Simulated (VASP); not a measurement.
# TiAl3 (Pm-3m) in VASP: notebook, part 2 of 2

VASP 6.6.1. Earlier steps stand in the parts before.

## 3. Single point, PBEsol

This run uses another cell than the first one, of 14.26 Å³/atom, 1.061 times its volume.

Input file INCAR:

```
PREC = Accurate
ENCUT = 520
EDIFF = 1E-7
ISMEAR = -1
SIGMA = 0.1
LREAL = False
LASPH = True
NELM = 100
ALGO = Normal
ISIF = 2
LWAVE = False
LCHARG = True
GGA = PS
LELF = True
LVHAR = True
NBANDS = 18
```

Input file KPOINTS:

```
regular mesh
0
Gamma
  6 6 6
```

Input file POSCAR:

```
TiAl3
1.0
    3.8494161770      0.0000000000      0.0000000000
    0.0000000000      3.8494161770      0.0000000000
    0.0000000000      0.0000000000      3.8494161770
Ti Al
1 3
Direct
    0.0000000000      0.0000000000      0.0000000000
    0.5000000000      0.5000000000      0.0000000000
    0.0000000000      0.5000000000      0.5000000000
    0.5000000000      0.0000000000      0.5000000000
```

Potentials or basis: VASP PAW PBE potentials, release 64 (Ti_sv, Al).

Launch:

```console
cat potpaw_PBE.64/Ti_sv/POTCAR potpaw_PBE.64/Al/POTCAR > POTCAR
mpirun -np 1 vasp_std > vasp.out
```

Run time: 42 s. Hardware: 1 thread of Intel Xeon 8259CL, shared host; peak memory 0.17 GiB.

Results (log left out):

* Free energy: -22.0308 eV
* Pressure: 10.1 GPa

Levels at points of the mesh, in eV from the Fermi level:
| k point | band 6 | band 7 | band 8 | band 9 | band 10 | band 11 | band 12 | band 13 | band 14 | band 15 |
| --- | --- | --- | --- | --- | --- | --- | --- | --- | --- | --- |
| (0.00, 0.00, 0.00) | -3.24 | -3.24 | -2.17 | -2.17 | -2.17 | 0.19 | 0.19 | 0.19 | 0.69 | 4.79 |
| (0.50, 0.00, 0.00) | -8.28 | -2.38 | -2.38 | -2.38 | 0.48 | 0.89 | 0.89 | 1.02 | 1.11 | 1.90 |
| (0.50, 0.50, 0.00) | -6.25 | -6.25 | -5.25 | -1.32 | -1.32 | 0.72 | 1.02 | 1.16 | 1.32 | 3.90 |
| (0.50, 0.50, 0.50) | -5.29 | -5.29 | -5.26 | -3.58 | -3.58 | -3.58 | 0.36 | 1.38 | 1.38 | 3.21 |

Caveat: the PAW data sets were made with another functional, which shifts forces and pressure a little.

## 4. Single point, PBEsol

This run uses another cell than the first one, of 14.78 Å³/atom, 1.100 times its volume.

Input file INCAR:

```
PREC = Accurate ; ENCUT = 520
EDIFF = 1E-7 ; ISMEAR = -1
SIGMA = 0.1 ; LREAL = False
LASPH = True ; NELM = 60
ALGO = Normal ; ISIF = 2
LWAVE = False ; LCHARG = True
GGA = PS ; LELF = True
LVHAR = True ; NBANDS = 18
```

KPOINTS is that of step 3.

Input file POSCAR:

```
TiAl3
1.0
    3.8955692675      0.0000000000      0.0000000000
    0.0000000000      3.8955692675      0.0000000000
    0.0000000000      0.0000000000      3.8955692675
Ti Al
1 3
Direct
    0.0000000000      0.0000000000      0.0000000000
    0.5000000000      0.5000000000      0.0000000000
    0.0000000000      0.5000000000      0.5000000000
    0.5000000000      0.0000000000      0.5000000000
```

Launch:

```console
cat potpaw_PBE.64/Ti_sv/POTCAR potpaw_PBE.64/Al/POTCAR > POTCAR
mpirun -np 1 vasp_std > vasp.out
```

It took 47 s on 1 thread of Intel Xeon 8259CL, shared host; peak memory 0.17 GiB.

The run converged. Its results:

* Free energy: -22.1289 eV
* Pressure: 5.1 GPa

Levels at points of the mesh, in eV from the Fermi level:
```tsv
k point	band 7	band 8	band 9	band 10	band 11	band 12	band 13	band 14
(0.00, 0.00, 0.00)	-3.16	-2.14	-2.14	-2.14	0.20	0.20	0.20	0.72
(0.50, 0.00, 0.00)	-2.31	-2.31	-2.28	0.47	0.85	0.85	1.04	1.06
(0.50, 0.50, 0.00)	-6.18	-5.14	-1.27	-1.27	0.70	0.98	1.16	1.26
(0.50, 0.50, 0.50)	-5.20	-5.11	-3.52	-3.52	-3.52	0.30	1.32	1.32
```

Caveat: the PAW data sets were made with another functional, which shifts forces and pressure a little.

## 5. Single point, PBEsol

This run uses another cell than the first one, of 15.40 Å³/atom, 1.146 times its volume.

Input file INCAR:

```
SYSTEM = TiAl3
PREC = Accurate
ENCUT = 520
EDIFF = 1E-6
ISMEAR = -1
SIGMA = 0.1
LREAL = .False.
LASPH = .True.
NELM = 80
ALGO = Normal
ISIF = 2
LWAVE = .False.
LCHARG = .False.
GGA = PS
NBANDS = 18
```

Input file KPOINTS:

```
regular mesh
0
Gamma
  6 6 6
  0 0 0
```

Input file POSCAR:

```
TiAl3
1.0
    3.9494165462      0.0000000000      0.0000000000
    0.0000000000      3.9494165462      0.0000000000
    0.0000000000      0.0000000000      3.9494165462
Ti Al
1 3
Direct
    0.0000000000      0.0000000000      0.0000000000
    0.5000000000      0.5000000000      0.0000000000
    0.0000000000      0.5000000000      0.5000000000
    0.5000000000      0.0000000000      0.5000000000
```

Launch:

```console
cat potpaw_PBE.64/Ti_sv/POTCAR potpaw_PBE.64/Al/POTCAR > POTCAR
mpirun -np 1 vasp_std > vasp.out
```

Run time: 43 s. Hardware: 1 thread of Intel Xeon 8259CL, shared host; peak memory 0.17 GiB.

Results (log left out):

```yaml
Free_energy: -22.1684 eV
Pressure: 0.2 GPa
```

Levels at points of the mesh, in eV from the Fermi level:
```tsv
k point	band 7	band 8	band 9	band 10	band 11	band 12	band 13	band 14
(0.00, 0.00, 0.00)	-3.06	-2.11	-2.11	-2.11	0.20	0.20	0.20	0.75
(0.50, 0.00, 0.00)	-2.22	-2.22	-2.16	0.45	0.81	0.81	1.00	1.06
(0.50, 0.50, 0.00)	-6.08	-5.00	-1.21	-1.21	0.68	0.92	1.16	1.20
(0.50, 0.50, 0.50)	-5.11	-4.95	-3.45	-3.45	-3.45	0.24	1.26	1.26
```

Caveat: the PAW data sets were made with another functional, which shifts forces and pressure a little.

## 6. Relaxation of cell and atoms, PBEsol

This run uses another cell than the first one, of 15.47 Å³/atom, 1.152 times its volume.

Input file INCAR:

```
PREC = Accurate ; ENCUT = 600
EDIFF = 1E-6 ; ISMEAR = -1
SIGMA = 0.1 ; LREAL = False
LASPH = True ; NELM = 100
ALGO = Normal ; ISIF = 3
LWAVE = False ; LCHARG = False
GGA = PS ; IBRION = 2
NSW = 80 ; EDIFFG = -0.01
```

Input file KPOINTS:

```
Automatic mesh
0
Gamma
  6 6 6
```

Input file POSCAR:

```
TiAl3
1.0
    3.9556712500      0.0000000000      0.0000000000
    0.0000000000      3.9556712500      0.0000000000
    0.0000000000      0.0000000000      3.9556712500
Ti Al
1 3
Direct
    0.0000000000      0.0000000000      0.0000000000
    0.5000000000      0.5000000000      0.0000000000
    0.0000000000      0.5000000000      0.5000000000
    0.5000000000      0.0000000000      0.5000000000
```

Potentials or basis: VASP PAW PBE potentials, release 64 (Ti_sv, Al).

Launch:

```console
cat potpaw_PBE.64/Ti_sv/POTCAR potpaw_PBE.64/Al/POTCAR > POTCAR
mpirun -np 1 vasp_std > vasp.out
```

OUTCAR:

```text
PREC = Accurate
   ENCUT = 600
   EDIFF = 1E-6
   ISMEAR = -1
   LREAL = False
   LASPH = True
   NELM = 100
   ISIF = 3
   GGA = PS
   IBRION = 2
   NSW = 80
   EDIFFG = -0.01

 ion  position               nearest neighbor table
   1  0.000  0.000  0.000-   2 2.80   3 2.80   4 2.80   3 2.80   4 2.80   2 2.80   3 2.80   3 2.80
                             2 2.80   4 2.80   4 2.80   2 2.80
   2  0.500  0.500  0.000-   1 2.80   3 2.80   4 2.80   3 2.80   4 2.80   1 2.80   4 2.80   4 2.80
                             1 2.80   3 2.80   3 2.80   1 2.80
   3  0.000  0.500  0.500-   1 2.80   2 2.80   4 2.80   1 2.80   2 2.80   1 2.80   4 2.80   1 2.80
                             2 2.80   4 2.80   2 2.80   4 2.80
   4  0.500  0.000  0.500-   1 2.80   2 2.80   3 2.80   1 2.80   2 2.80   2 2.80   3 2.80   2 2.80
                             1 2.80   3 2.80   1 2.80   3 2.80

  LATTYP: Found a simple cubic cell.
 ALAT       =     3.9556712500

  Lattice vectors:

[... 188 lines left out ...]
  external PRESSURE =      -4.8175133 kB  Pullay stress =       0.0000000 kB
[... 63 lines left out ...]
--------------------------------------- Ionic step        3  -------------------------------------------

 number of electron      20.9999994 magnetization

 Free energy of the ion-electron system (eV)
  ---------------------------------------------------
  ext. energy  EPLUGINS =         0.00000000
  ---------------------------------------------------
  free energy    TOTEN  =       -22.16903237 eV

  energy without entropy =      -22.10880827  energy(sigma->0) =      -22.13892032

 E-fermi :   9.0242     XC(G=0): -10.9300

 val. band max:        9.0187258833   @ k =   0.3333   0.3333   0.0000
 cond. band min:       9.1206347755   @ k =   0.3333   0.3333   0.1667
 fundamental gap:      0.1019088922
 Fermi energy:         9.0242200172

 k-point     1 :       0.0000    0.0000    0.0000
  band No.  band energies     occupation
      1     -47.6373      2.00000
      2     -24.0449      2.00000
      3     -24.0449      2.00000
      4     -24.0449      2.00000
      5      -1.7577      2.00000
      6       5.9659      2.00000
      7       5.9659      2.00000
      8       6.9176      2.00000
      9       6.9176      2.00000
     10       6.9176      2.00000
     11       9.2283      0.23003
     12       9.2283      0.23003
     13       9.2283      0.23003
     14       9.7757      0.00109
[... 352 lines left out ...]
  FREE ENERGIE OF THE ION-ELECTRON SYSTEM (eV)
  ---------------------------------------------------
  free  energy   TOTEN  =       -22.1690323689 eV

  energy  without entropy=      -22.1088082681  energy(sigma->0) =      -22.13892032

 reached required accuracy - stopping structural energy minimisation
```

It took 67 s on 1 thread of Intel Xeon 8259CL, shared host; peak memory 0.19 GiB.

What came out:

```
Free energy                            : -22.1690 eV
Relaxed volume                         : 15.42 Å³/atom
Relaxed cell                           : a = 3.951 Å, b = 3.951 Å, c = 3.951 Å, α = 90.00°, β = 90.00°, γ = 90.00°
Space group after relaxing (to 0.05 Å) : Pm-3m (No. 221)
Energy gained by relaxing              : 0.1 meV/atom
Ionic steps                            : 3
Pressure after relaxing                : 0.0 GPa
```

The path:
```
step  energy change (eV)  largest force (eV/Å)  pressure (GPa)  volume (Å³)
   1              0.0000                0.0000           -0.48        61.90
   2             -0.0001                0.0000            0.31        61.48
   3             -0.0003                0.0000            0.00        61.67
```

Final structure:
```yaml
crystal:
  lattice:
    - [3.95083, 0.00000, 0.00000]
    - [0.00000, 3.95083, 0.00000]
    - [0.00000, 0.00000, 3.95083]
  atoms:
    - { symbol: Ti, position: [0.00000, 0.00000, 0.00000] }
    - { symbol: Al, position: [0.50000, 0.50000, 0.00000] }
    - { symbol: Al, position: [0.00000, 0.50000, 0.50000] }
    - { symbol: Al, position: [0.50000, 0.00000, 0.50000] }
```

Caveat: the PAW data sets were made with another functional, which shifts forces and pressure a little.

## 7. Overview

```tsv
task	cell	cutoff (eV)	gap on the mesh (eV)	pressure (GPa)
single point	a = 3.774 Å, 4 atoms	520	none	20.2
single point	a = 3.849 Å, 4 atoms	520	none	10.1
single point	a = 3.896 Å, 4 atoms	520	none	5.1
single point	a = 3.949 Å, 4 atoms	520	none	0.2
relaxation of cell and atoms	relaxed from a = 3.956 Å, 4 atoms	600	none	0.0
```

Alike in all rows: level PBEsol; potentials or basis VASP PAW PBE potentials, release 64 (Ti_sv, Al); no spin polarisation; k mesh 6 × 6 × 6; smearing fermi-dirac 0.1 eV.

Caveats: the PAW data sets were made with another functional, which shifts forces and pressure a little.

Total energies depend on the potentials used, so only differences within one code and one set of settings carry meaning.
